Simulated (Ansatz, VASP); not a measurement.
SnO in VASP and in Ansatz

The input INCAR:

```
PREC = Accurate
ENCUT = 520
EDIFF = 1E-6
ISMEAR = 0
SIGMA = 0.05
LREAL = F
LASPH = T
NELM = 100
ALGO = Normal
ISIF = 2
LWAVE = F
LCHARG = F
LDIPOL = T
IDIPOL = 3
DIPOL = 0.5 0.5 0.394
GGA = PE
IVDW = 12
NBANDS = 50
```

Contents of KPOINTS:

```
regular mesh
0
Gamma
  7 7 1
```

POSCAR

```
SnO
1.0
    3.8201636883      0.0000000000      0.0000000000
    0.0000000000      3.8201636883      0.0000000000
    0.0000000000      0.0000000000     22.2260802162
Sn O
4 4
Direct
    0.7500000000      0.2500000000      0.2024648501
    0.2500000000      0.7500000000      0.3087831971
    0.7500000000      1.2500000000      0.4797535150
    1.2500000000      0.7500000000      0.5860718620
    0.2500000000      0.2500000000      0.2556240236
    0.7500000000      0.7500000000      0.2556240236
    1.2500000000      1.2500000000      0.5329126885
    0.7500000000      0.7500000000      0.5329126885
```

Input for Ansatz:

```yaml
crystal:
  lattice:
    - [3.8201636883, 0.0, 0.0]
    - [0.0, 3.8201636883, 0.0]
    - [0.0, 0.0, 22.2260802162]
  atoms:
    - { symbol: Sn, position: [0.75, 0.25, 0.2024648501] }
    - { symbol: O, position: [0.25, 0.25, 0.2556240236] }
    - { symbol: O, position: [0.75, 0.75, 0.2556240236] }
    - { symbol: Sn, position: [0.25, 0.75, 0.3087831971] }
    - { symbol: Sn, position: [0.75, 1.25, 0.479753515] }
    - { symbol: O, position: [1.25, 1.25, 0.5329126885] }
    - { symbol: O, position: [0.75, 0.75, 0.5329126885] }
    - { symbol: Sn, position: [1.25, 0.75, 0.586071862] }
basis:
  ecutwfc: 420
kpoints:
  mp_grid: { grid: [7, 7, 1] }
hamiltonian:
  xc: pbe
  pseudopotentials: { kind: paw, azcp: { folder: soft_1 } }
  dispersion: d3bj
scf:
  occupations: { method: gaussian, width: 0.05 }
output:
  forces: true
  eigenvalues: true
efield:
  axis: 3
  dipole_correction: true
  ramp_width: 0.04
```

Alike in both runs: task single point; functional PBE; dispersion D3(BJ); k mesh 7 × 7 × 1; occupations gaussian, width 0.05 eV; no spin polarisation.

|  | VASP | Ansatz |
| --- | --- | --- |
| version | VASP 6.6.1 | Ansatz 0.2.0 |
| potentials or method | VASP PAW PBE potentials, release 64 (Sn_d, O), cutoff 520 eV | scalar-relativistic, plane waves, PAW |
| valence electrons in the cell | 80 | 80 |

Ansatz gave:

```
gap on the k mesh at the Fermi level (eV) : 2.47
least direct gap on the mesh (eV)         : 2.56
rms of the force components (eV/Å)        : 0.032
```

Task: Estimate VASP's values.

Result: gap on the k mesh at the Fermi level (eV): 2.47; least direct gap on the mesh (eV): 2.52; rms of the force components (eV/Å): 0.062.
